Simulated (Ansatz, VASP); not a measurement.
HfO2: VASP beside Ansatz

Contents of POSCAR:

```
HfO2
1.0
    3.5768243322      0.0000000000      0.0000000000
    0.0000000000      3.5768243322      0.0000000000
    0.0000000000      0.0000000000      5.2026739537
Hf O
2 4
Direct
    0.4604617551      0.5395382449      0.5000000000
    0.0000000000      0.0000000000      0.0000000000
    0.0000000000      0.5000000000      0.6961635346
    0.5000000000      0.0000000000      0.8038364654
    0.5000000000      0.0000000000      0.3038364654
    0.0000000000      0.5000000000      0.1961635346
```

INCAR.step1

```
SYSTEM = HfO2
  PREC = Accurate
  ENCUT = 520
  ISMEAR = 0
  SIGMA = 0.05
  LREAL = .FALSE.
  LASPH = .TRUE.
  NELM = 80
  NBANDS = 31
  GGA = PE
  ALGO = Normal
  EDIFF = 1E-4
  LWAVE = .TRUE.
  LCHARG = .FALSE.
```

The input INCAR.step2:

```
SYSTEM = HfO2
  PREC = Accurate
  ENCUT = 520
  EDIFF = 1E-6
  ISMEAR = 0
  SIGMA = 0.05
  LREAL = .FALSE.
  LASPH = .TRUE.
  NELM = 80
  ALGO = Normal
  ISIF = 2
  LWAVE = .FALSE.
  LCHARG = .FALSE.
  METAGGA = R2SCAN
  LMIXTAU = .TRUE.
  NBANDS = 31
  ISTART = 1
```

File KPOINTS:

```
regular mesh
0
G
  6 6 6
  0 0 0
```

Input for Ansatz:

```yaml
crystal:
  lattice:
    - [3.5768243322, 0.0, 0.0]
    - [0.0, 3.5768243322, 0.0]
    - [0.0, 0.0, 5.2026739537]
  atoms:
    - { symbol: Hf, position: [0.4604617551, 0.5395382449, 0.5] }
    - { symbol: Hf, position: [0.0, 0.0, 0.0] }
    - { symbol: O, position: [0.0, 0.5, 0.6961635346] }
    - { symbol: O, position: [0.5, 0.0, 0.8038364654] }
    - { symbol: O, position: [0.5, 0.0, 0.3038364654] }
    - { symbol: O, position: [0.0, 0.5, 0.1961635346] }
basis:
  ecutwfc: 500
kpoints:
  mp_grid: { grid: [6, 6, 6] }
hamiltonian:
  xc: r2scan
scf:
  occupations: { method: gaussian, width: 0.05 }
output:
  forces: true
  stress: true
  eigenvalues: true
```

Alike in both runs: task single point; functional r2SCAN; k mesh 6 × 6 × 6; occupations gaussian, width 0.05 eV; no spin polarisation.

|  | VASP | Ansatz |
| --- | --- | --- |
| version | VASP 6.6.1 | Ansatz 0.2.0 |
| potentials or method | VASP PAW PBE potentials, release 64 (Hf_pv, O), cutoff 520 eV | scalar-relativistic, plane waves, PAW |
| valence electrons in the cell | 44 | 76 |

Ansatz gave:

- gap on the k mesh at the Fermi level (eV): 5.34
- least direct gap on the mesh (eV): 5.41
- pressure (GPa): 2.7
- traceless stress, the component that is largest in VASP (GPa): -4.83
- rms of the force components (eV/Å): 0.782

**Question.** Which values does VASP return?

**Answer.** gap on the k mesh at the Fermi level (eV): 5.32; least direct gap on the mesh (eV): 5.40; pressure (GPa): -0.8; traceless stress, the component that is largest in VASP (GPa): -4.80; rms of the force components (eV/Å): 0.769.

VASP's potentials were made for PBE, not for r2SCAN. Atom by atom the forces differ by 0.032 eV/Å (rms over components). With one functional, cell and mesh, what is left measures potentials, basis and numerics. VASP's potentials hold 44 valence electrons a cell and Ansatz's 76, so a difference there can come from the potentials and not from the codes.

Spin-orbit coupling is off throughout.
